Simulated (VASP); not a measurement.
Crystal: Zr3Sb2.

```
Zr Sb
1.0
     4.74642    0.00000    0.00000
     0.00000    4.74642    0.00000
     0.00000    0.00000    4.74642
Zr Sb
3 2
Direct
  0.00000 0.50000 0.50000
  0.50000 0.00000 0.50000
  0.50000 0.50000 0.00000
  0.00000 0.00000 0.00000
  0.50000 0.50000 0.50000
```

The cell was built from a structure type or drawn by symmetry, and may not be a known phase.

| Item | Value |
| --- | --- |
| Program | VASP 6.6.1 |
| Task | relaxation of cell and atoms |
| Functional | PBE |
| Potentials or basis | VASP PAW PBE potentials, release 64 (Zr_sv, Sb) |
| Cutoff | 600 eV |
| k mesh | 4 × 4 × 4 |
| Occupations | gaussian, width 0.1 eV |
| Spin | no spin polarisation |

At the start: pressure 41.8 GPa; volume 21.39 Å³/atom.

Task: How do energy, volume and symmetry change on relaxing?

Result: Over 5 steps the energy falls by 813.5 meV/atom and the volume is 29.49 Å³/atom (+37.9 %); space group Pm-3m (No. 221, to 0.1 Å) before and after.

Step by step:
| step | energy change (eV) | largest force (eV/Å) | pressure (GPa) | volume (Å³) |
| --- | --- | --- | --- | --- |
| 1 | 0.0000 | 0.0000 | 41.76 | 106.93 |
| 2 | -0.4059 | 0.0000 | -11.62 | 218.47 |
| 3 | -4.0531 | 0.0000 | -1.40 | 150.67 |
| 4 | -4.0659 | 0.0000 | -0.46 | 148.49 |
| 5 | -4.0673 | 0.0000 | 0.01 | 147.45 |

Final structure:
```
Zr Sb
1.0
     5.28295    0.00000    0.00000
     0.00000    5.28295    0.00000
     0.00000    0.00000    5.28295
Zr Sb
3 2
Direct
  0.00000 0.50000 0.50000
  0.50000 0.00000 0.50000
  0.50000 0.50000 0.00000
  0.00000 0.00000 0.00000
  0.50000 0.50000 0.50000
```

Caveat: the volume moved by over 15 % at a fixed basis, so the end points are rough.
